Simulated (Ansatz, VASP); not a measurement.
**LaB6 in VASP and in Ansatz**

```
CELL_PARAMETERS angstrom
4.06068 0.00000 0.00000
0.00000 4.06068 0.00000
0.00000 0.00000 4.06068
ATOMIC_POSITIONS crystal
La 0.00000 0.00000 0.00000
B 0.19885 0.50000 0.50000
B 0.80115 0.50000 0.50000
B 0.50000 0.50000 0.19885
B 0.50000 0.50000 0.80115
B 0.50000 0.19885 0.50000
B 0.50000 0.80115 0.50000
```

Alike in both runs: functional BLYP; dispersion D3(BJ); k mesh 6 × 6 × 6; occupations gaussian, width 0.05 eV; no spin polarisation.

Ansatz relaxed the structure, and its values are those at the end. VASP's run is a single point on that final structure, the one shown.

|  | VASP | Ansatz |
| --- | --- | --- |
| version | VASP 6.6.1 | Ansatz 0.2.0 |
| potentials or method | VASP PAW PBE potentials, release 64 (La, B), cutoff 520 eV | scalar-relativistic, plane waves, PAW |
| valence electrons in the cell | 29 | 29 |

Ansatz gave:

```
gap on the k mesh at the Fermi level (eV) : none
pressure (GPa)                            : 7.9
rms of the force components (eV/Å)        : 0.000
```

Estimate VASP's values.

gap on the k mesh at the Fermi level (eV): none; pressure (GPa): 7.8; rms of the force components (eV/Å): 0.003.

VASP's potentials were made for PBE, not for BLYP. A gap of «none» marks a metal or a gap that the smearing closes. Ansatz's warnings: stress scf threshold loose.

Spin-orbit coupling is off throughout.
